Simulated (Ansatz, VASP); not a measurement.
# PtS2 in VASP and in Ansatz

The input INCAR:

```
PREC = Accurate ; ENCUT = 520
EDIFF = 1E-6 ; ISMEAR = 0
SIGMA = 0.05 ; LREAL = False
LASPH = True ; NELM = 100
ALGO = Normal ; ISIF = 2
LWAVE = False ; LCHARG = False
LDIPOL = True ; IDIPOL = 3
DIPOL = 0.5 0.5 0.376 ; GGA = PE
IVDW = 12 ; NBANDS = 31
```

The input KPOINTS:

```
regular mesh
0
Gamma
  9 9 1
```

POSCAR

```
PtS2
1.0
    3.5415278079      0.0000000000      0.0000000000
   -1.7707639039      3.0670530498      0.0000000000
    0.0000000000      0.0000000000     22.4670615492
S Pt
4 2
Direct
    0.6666666667      0.3333333333      0.2002932155
    0.3333333333      0.6666666667      0.3108341854
    0.5555555556      0.4444444444      0.4416924195
    0.8888888889      0.1111111111      0.5522333894
    0.0000000000      0.0000000000      0.2555637004
    1.2222222222      0.7777777778      0.4969629044
```

Input for Ansatz:

```yaml
crystal:
  lattice:
    - [3.5415278079, 0.0, 0.0]
    - [-1.7707639039, 3.0670530498, 0.0]
    - [0.0, 0.0, 22.4670615492]
  atoms:
    - { symbol: S, position: [0.6666666667, 0.3333333333, 0.2002932155] }
    - { symbol: Pt, position: [0.0, 0.0, 0.2555637004] }
    - { symbol: S, position: [0.3333333333, 0.6666666667, 0.3108341854] }
    - { symbol: S, position: [0.5555555556, 0.4444444444, 0.4416924195] }
    - { symbol: Pt, position: [1.2222222222, 0.7777777778, 0.4969629044] }
    - { symbol: S, position: [0.8888888889, 0.1111111111, 0.5522333894] }
basis:
  ecutwfc: 420
kpoints:
  mp_grid: { grid: [9, 9, 1] }
hamiltonian:
  xc: pbe
  pseudopotentials: { kind: paw, azcp: { folder: soft_1 } }
  dispersion: d3bj
scf:
  occupations: { method: gaussian, width: 0.05 }
output:
  forces: true
  eigenvalues: true
efield:
  axis: 3
  dipole_correction: true
  ramp_width: 0.04
```

Alike in both runs: task single point; functional PBE; dispersion D3(BJ); k mesh 9 × 9 × 1; occupations gaussian, width 0.05 eV; no spin polarisation.

```csv
,VASP,Ansatz
version,VASP 6.6.1,Ansatz 0.2.0
potentials or method,"VASP PAW PBE potentials, release 64 (S, Pt), cutoff 520 eV","scalar-relativistic, plane waves, PAW"
valence electrons in the cell,44,60
```

|  | VASP | Ansatz | Ansatz less VASP |
| --- | --- | --- | --- |
| gap on the k mesh at the Fermi level (eV) | 1.17 | 1.16 | -0.009 |
| least direct gap on the mesh (eV) | 1.35 | 1.34 | -0.008 |
| rms of the force components (eV/Å) | 0.075 | 0.068 | -0.0066 |

VASP's potentials hold 44 valence electrons a cell and Ansatz's 60, so a difference there can come from the potentials and not from the codes.

Spin-orbit coupling is off throughout.
